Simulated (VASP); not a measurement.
# W (Pm-3m) in VASP: further runs

Runs on W. Level: LDA. Tasks: single point.

All numbers are computed with VASP 6.6.1; they aren't measurements. Logs are shortened: lines on timing, memory, paths and dates and some standing lists are left out, and cuts for length are marked.

### Step 1. The cell of the first run

The structure is cubic, space group Pm-3m (No. 221). Conventional cell: a = 2.593 Å, b = 2.593 Å, c = 2.593 Å, α = 90.00°, β = 90.00°, γ = 90.00°. Within 3.4 Å of W (site symmetry m-3m) lie 6 W at 2.59 Å.

### Step 2. Single point, LDA

File INCAR:

```
PREC = Accurate
ENCUT = 520
EDIFF = 1E-6
ISMEAR = -1
SIGMA = 0.1
LREAL = F
LASPH = T
NELM = 100
ALGO = Normal
ISIF = 2
LWAVE = F
LCHARG = T
LELF = T
LVHAR = T
NBANDS = 13
```

File KPOINTS:

```
regular mesh
0
Gamma
  12 12 12
```

File POSCAR:

```
W
1.0
    2.5927341793      0.0000000000      0.0000000000
    0.0000000000      2.5927341793      0.0000000000
    0.0000000000      0.0000000000      2.5927341793
W
1
Direct
    0.0000000000      0.0000000000      0.0000000000
```

Potentials or basis: VASP PAW LDA potentials, release 64 (W_sv).

Started as:

```bash
cat potpaw_LDA.64/W_sv/POTCAR > POTCAR
mpirun -np 1 vasp_std > vasp.out
```

OUTCAR:

```text
PREC = Accurate
   ENCUT = 520
   EDIFF = 1E-6
   ISMEAR = -1
   LREAL = F
   LASPH = T
   NELM = 100
   ISIF = 2

 ion  position               nearest neighbor table
   1  0.000  0.000  0.000-

  LATTYP: Found a simple cubic cell.
 ALAT       =     2.5927341793

  Lattice vectors:

 A1 = (   2.5927341793,   0.0000000000,   0.0000000000)
 A2 = (   0.0000000000,   2.5927341793,   0.0000000000)
 A3 = (   0.0000000000,   0.0000000000,   2.5927341793)

Analysis of symmetry for initial positions (statically):
=====================================================================
 Subroutine PRICEL returns:
 Original cell was already a primitive cell.

 Routine SETGRP: Setting up the symmetry group for a
 simple cubic supercell.

 Subroutine GETGRP returns: Found 48 space group operations
 (whereof 48 operations were pure point group operations)
 out of a pool of 48 trial point group operations.

The static configuration has the point symmetry O_h .

Analysis of symmetry for dynamics (positions and initial velocities):
=====================================================================
 Subroutine PRICEL returns:
 Original cell was already a primitive cell.

 Routine SETGRP: Setting up the symmetry group for a
 simple cubic supercell.

 Subroutine GETGRP returns: Found 48 space group operations
 (whereof 48 operations were pure point group operations)
 out of a pool of 48 trial point group operations.

The dynamic configuration has the point symmetry O_h .

 Subroutine INISYM returns: Found 48 space group operations
 (whereof 48 operations are pure point group operations),
 and found     1 'primitive' translations

----------------------------------------------------------------------------------------

                                     Primitive cell

  volume of cell :      17.4291

  direct lattice vectors                    reciprocal lattice vectors
     2.592734179  0.000000000  0.000000000     0.385693222  0.000000000  0.000000000
     0.000000000  2.592734179  0.000000000     0.000000000  0.385693222  0.000000000
     0.000000000  0.000000000  2.592734179     0.000000000  0.000000000  0.385693222

  length of vectors
     2.592734179  2.592734179  2.592734179     0.385693222  0.385693222  0.385693222

  position of ions in fractional coordinates (direct lattice)
     0.000000000  0.000000000  0.000000000

  ion indices of the primitive-cell ions
   primitive index   ion index
                 1           1

----------------------------------------------------------------------------------------

 KPOINTS: regular mesh

Automatic generation of k-mesh.
 Grid dimensions read from file:
 generate k-points for:   12   12   12

 Generating k-lattice:

  Cartesian coordinates                     Fractional coordinates (reciprocal lattice)
     0.032141102  0.000000000  0.000000000     0.083333333  0.000000000  0.000000000
     0.000000000  0.032141102  0.000000000     0.000000000  0.083333333  0.000000000
     0.000000000  0.000000000  0.032141102     0.000000000  0.000000000  0.083333333

  Length of vectors
     0.032141102  0.032141102  0.032141102

  Shift w.r.t. Gamma in fractional coordinates (k-lattice)
     0.000000000  0.000000000  0.000000000

 Subroutine IBZKPT returns following result:
 ===========================================

 Found     84 irreducible k-points:

 Following reciprocal coordinates:
            Coordinates               Weight
  0.000000  0.000000  0.000000      1.000000
  0.083333  0.000000  0.000000      6.000000
  0.166667  0.000000  0.000000      6.000000
  0.250000  0.000000  0.000000      6.000000
  0.333333  0.000000  0.000000      6.000000
  0.416667  0.000000  0.000000      6.000000
[... 16 lines left out ...]
  0.333333  0.333333  0.000000     12.000000
  0.416667  0.333333  0.000000     24.000000
 [... further k-points ...]
   k-points           NKPTS =     84   k-points in BZ     NKDIM =     84   number of bands    NBANDS=     13
   number of dos      NEDOS =    301   number of ions     NIONS =      1
   total plane-waves  NPLWV =   8000
   dimension x,y,z NGX =    20 NGY =   20 NGZ =   20
   dimension x,y,z NGXF=    40 NGYF=   40 NGZF=   40
   ions per type =               1
   NGX,Y,Z   is equivalent  to a cutoff of  12.82, 12.82, 12.82 a.u.
   NGXF,Y,Z  is equivalent  to a cutoff of  25.65, 25.65, 25.65 a.u.
 SYSTEM =  unknown system
   PREC   = accura    normal or accurate (medium, high low for compatibility)
   ISTART =      0    job   : 0-new  1-cont  2-samecut
   ICHARG =      2    charge: 1-file 2-atom 10-const
   ISPIN  =      1    spin polarized calculation?
   LNONCOLLINEAR =      F non collinear calculations
   LSORBIT =      F    spin-orbit coupling
   LASPH  =      T    aspherical Exc in radial PAW
   ENCUT  =  520.0 eV  38.22 Ry    6.18 a.u.   4.82  4.82  4.82*2*pi/ulx,y,z
   NELM   =    100;   NELMIN=  2; NELMDL= -5     # of ELM steps
   EDIFF  = 0.1E-05   stopping-criterion for ELM
   LREAL  =      F    real-space projection
   EDIFFG = 0.1E-04   stopping-criterion for IOM
   NSW    =      0    number of steps for IOM
   IBRION =     -1    ionic relax: 0-MD 1-quasi-New 2-CG
   NFREE  =      0    steps in history (QN), initial steepest desc. (CG)
   ISIF   =      2    stress and relaxation
   ISYM   =      2    0-nonsym 1-usesym 2-fastsym
   POTIM  = 0.5000    time-step for ionic-motion
   TEBEG  =    0.0;   TEEND  =   0.0 temperature during run
   PSTRESS=    0.0 pullay stress
   NELECT =      14.0000    total number of electrons
   NUPDOWN=      -1.0000    fix difference up-down
   EMIN   =  10.00;   EMAX   =-10.00  energy-range for DOS
   EFERMI =   0.00;   METHOD = LEGACY
   ISMEAR =    -1;   SIGMA  =   0.10  broadening in eV -4-tet -1-fermi 0-gaus
   EFERMI_NEDOS =   21; number of points for ismear=-14 and -15
   IALGO  =     38    algorithm
   IMIX   =      4    mixing-type and parameters
     AMIX     =   0.40;   BMIX     =  1.00
     AMIX_MAG =   1.60;   BMIX_MAG =  1.00
  volume/ion in A,a.u.               =      17.43       117.62
  Fermi-wavevector in a.u.,A,eV,Ry     =   1.521807  2.875798 31.509677  2.315896
  Thomas-Fermi vector in A             =   2.630472
   LORBIT       =      0    0 simple, 1 ext, 2 COOP (PROOUT), +10 PAW based schemes
   GGA     = CA    functional components
   LHFCALC =     F    Hartree Fock is set to
   AEXX    =    0.0000 exact exchange contribution
   IVDW    =     0    specifies the selected vdW correction
   LEPSILON=     F    determine dielectric tensor
   LRPA    =     F    only Hartree local field effects (RPA)
 non-spin polarized calculation
  energy-cutoff  :      520.00
  volume of cell :       17.43
 maximum number of plane-waves:       487
 NGX is ok and might be reduce to    20
   NGX =  9   NGY =  9   NGZ =  9

 number of electron      14.0000004 magnetization

 Free energy of the ion-electron system (eV)
  ---------------------------------------------------
  ext. energy  EPLUGINS =         0.00000000
  ---------------------------------------------------
  free energy    TOTEN  =       -12.68547110 eV

  energy without entropy =      -12.66717977  energy(sigma->0) =      -12.67632544

 E-fermi :   9.8350     XC(G=0): -13.1538

 val. band max:        9.5635471464   @ k =   0.3333   0.3333   0.1667
 cond. band min:       9.8555808825   @ k =   0.3333   0.2500   0.1667
 fundamental gap:      0.2920337361
 Fermi energy:         9.8350472620

 k-point     1 :       0.0000    0.0000    0.0000
  band No.  band energies     occupation
      1     -63.7768      2.00000
      2     -27.5515      2.00000
      3     -27.5515      2.00000
      4     -27.5515      2.00000
      5       1.1319      2.00000
      6       5.2812      2.00000
      7       5.2812      2.00000
      8      14.8350      0.00000
      9      14.8350      0.00000
     10      14.8350      0.00000
     11      24.9796      0.00000
     12      24.9796      0.00000
     13      24.9796      0.00000

 k-point     2 :       0.0833    0.0000    0.0000
  band No.  band energies     occupation
      1     -63.7688      2.00000
      2     -27.6605      2.00000
      3     -27.5424      2.00000
      4     -27.5424      2.00000
      5       1.3684      2.00000
      6       5.3424      2.00000
      7       5.5420      2.00000
      8      14.4313      0.00000
      9      14.4313      0.00000
     10      14.8632      0.00000
     11      23.8224      0.00000
     12      25.5006      0.00000
     13      25.5006      0.00000

 k-point     3 :       0.1667    0.0000    0.0000
  band No.  band energies     occupation
      1     -63.7468      2.00000
      2     -27.9509      2.00000
      3     -27.5174      2.00000
      4     -27.5174      2.00000
      5       1.9951      2.00000
      6       5.5144      2.00000
      7       6.3097      2.00000
      8      13.4863      0.00000
      9      13.4863      0.00000
     10      14.9412      0.00000
     11      21.7592      0.00000
     12      26.7626      0.00000
     13      26.7626      0.00000
[... 305 lines left out ...]
 k-point    23 :       0.3333    0.3333    0.0000
  band No.  band energies     occupation
      1     -63.5978      2.00000
      2     -28.5680      2.00000
      3     -28.5380      2.00000
      4     -27.3495      2.00000
      5       5.1320      2.00000
      6       6.2992      2.00000
      7      11.0790      0.00001
      8      11.5565      0.00000
      9      11.9746      0.00000
     10      12.2729      0.00000
     11      20.3608      0.00000
     12      23.3578      0.00000
     13      27.7654      0.00000

 k-point    24 :       0.4167    0.3333    0.0000
  band No.  band energies     occupation
      1     -63.5759      2.00000
      2     -28.8026      2.00000
      3     -28.5172      2.00000
      4     -27.3250      2.00000
      5       4.9153      2.00000
      6       6.3769      2.00000
      7      11.4330      0.00000
      8      11.5561      0.00000
      9      12.2846      0.00000
     10      13.3231      0.00000
     11      19.4941      0.00000
     12      24.1614      0.00000
     13      27.0724      0.00000

 [... further k-points ...]
[... 5 lines left out ...]
  --------------------------------------------------------------------------------------
  -------------------------------------------------------------------------------------
  Total        0.1789319      0.1789319      0.1789319     -0.0000000     -0.0000000     -0.0000000
  in kB       16.4484269     16.4484269     16.4484269     -0.0000000     -0.0000000     -0.0000000
  external PRESSURE =      16.4484269 kB  Pullay stress =       0.0000000 kB

 VOLUME and BASIS-vectors are now :
 -----------------------------------------------------------------------------
  energy-cutoff  :      520.00
  volume of cell :       17.43
      direct lattice vectors                 reciprocal lattice vectors
     2.592734179  0.000000000  0.000000000     0.385693222  0.000000000  0.000000000
     0.000000000  2.592734179  0.000000000     0.000000000  0.385693222  0.000000000
     0.000000000  0.000000000  2.592734179     0.000000000  0.000000000  0.385693222

 POSITION                                       TOTAL-FORCE (eV/Angst)
 -----------------------------------------------------------------------------------
      0.00000      0.00000      0.00000         0.000000      0.000000      0.000000
 -----------------------------------------------------------------------------------
    total drift:                               -0.000000      0.000000      0.000000

  FREE ENERGIE OF THE ION-ELECTRON SYSTEM (eV)
  ---------------------------------------------------
  free  energy   TOTEN  =       -12.6854711022 eV

  energy  without entropy=      -12.6671797708  energy(sigma->0) =      -12.67632544
```

It took 5 s on 1 thread of Intel Xeon 6975P-C (Granite Rapids), shared host; peak memory 0.13 GiB.

What came out:

```yaml
Free_energy: -12.6855 eV
Pressure: 1.6 GPa
Band_gap_on_the_k_mesh: zero (band 7 reaches 11.68 eV, above the bottom of band 8 at 9.02 eV)
```

Caveat: spin-orbit coupling is left out, which moves the levels of the heavy elements.

### Step 3. Single point, LDA (volume scaled by 0.88)

File INCAR:

```
ALGO = Normal ; EDIFF = 1E-6
ENCUT = 520 ; GGA = CA
ISIF = 2 ; ISMEAR = -1
LASPH = True ; LCHARG = False
LREAL = False ; LWAVE = False
NBANDS = 13 ; NELM = 60
PREC = Accurate ; SIGMA = 0.1
```

File KPOINTS:

```
k-points
0
Gamma
  14 14 14
```

File POSCAR:

```
W
1.0
    2.4845756062      0.0000000000      0.0000000000
    0.0000000000      2.4845756062      0.0000000000
    0.0000000000      0.0000000000      2.4845756062
W
1
Direct
    0.0000000000      0.0000000000      0.0000000000
```

Potentials or basis: VASP PAW LDA potentials, release 64 (W_sv).

Started as:

```bash
cat potpaw_LDA.64/W_sv/POTCAR > POTCAR
mpirun -np 1 vasp_std > vasp.out
```

Wall time 5.5 s (1 thread of Intel Xeon 6975P-C (Granite Rapids), shared host); peak memory 0.13 GiB.

It converged, with:

```
Free energy            : -12.3919 eV
Pressure               : 41.9 GPa
Band gap on the k mesh : zero (band 7 reaches 13.98 eV, above the bottom of band 8 at 10.64 eV)
```

Levels at points of the mesh, in eV from the Fermi level:
```
           k point  band 3  band 4  band 5  band 6  band 7  band 8  band 9  band 10  band 11  band 12
(0.00, 0.00, 0.00)  -37.21  -37.21   -9.46   -5.46   -5.46    5.83    5.83     5.83    16.24    16.24
(0.50, 0.00, 0.00)  -37.00  -37.00   -5.61   -4.25   -0.57    0.88    0.88     6.38    11.59    14.18
(0.50, 0.50, 0.00)  -39.06  -36.81   -7.14   -3.35    1.90    1.90    5.84     5.84     9.34    16.72
(0.50, 0.50, 0.50)  -38.77  -38.77   -5.11   -5.11   -5.11    6.92    9.73     9.73    14.31    14.31
```

Caveat: spin-orbit coupling is left out, which moves the levels of the heavy elements.

### Step 4. Single point, LDA (volume scaled by 0.92)

File INCAR:

```
PREC = Accurate
ENCUT = 520
EDIFF = 1E-6
ISMEAR = -1
SIGMA = 0.1
LREAL = False
LASPH = True
NELM = 80
ALGO = Normal
ISIF = 2
LWAVE = False
LCHARG = False
NBANDS = 13
```

File KPOINTS:

```
regular mesh
0
Gamma
  14 14 14
```

File POSCAR:

```
W
1.0
    2.5216642922      0.0000000000      0.0000000000
    0.0000000000      2.5216642922      0.0000000000
    0.0000000000      0.0000000000      2.5216642922
W
1
Direct
    0.0000000000      0.0000000000      0.0000000000
```

Started as:

```bash
cat potpaw_LDA.64/W_sv/POTCAR > POTCAR
mpirun -np 1 vasp_std > vasp.out
```

Wall time 6.4 s (1 thread of Intel Xeon 6975P-C (Granite Rapids), shared host); peak memory 0.13 GiB.

Results (log left out):

```
Free energy            : -12.5373 eV
Pressure               : 25.4 GPa
Band gap on the k mesh : zero (band 7 reaches 13.22 eV, above the bottom of band 8 at 10.10 eV)
```

Levels at points of the mesh, in eV from the Fermi level:
```csv
k point,band 4,band 5,band 6,band 7,band 8,band 9,band 10,band 11
"(0.00, 0.00, 0.00)",-37.28,-9.21,-5.15,-5.15,5.52,5.52,5.52,15.83
"(0.50, 0.00, 0.00)",-37.10,-5.46,-4.00,-0.59,0.89,0.89,6.03,10.96
"(0.50, 0.50, 0.00)",-36.93,-6.69,-3.23,1.84,1.84,5.57,5.57,8.81
"(0.50, 0.50, 0.50)",-38.67,-4.78,-4.78,-4.78,7.08,9.17,9.17,13.55
```

Caveat: spin-orbit coupling is left out, which moves the levels of the heavy elements.

[end of part 1 of 2]
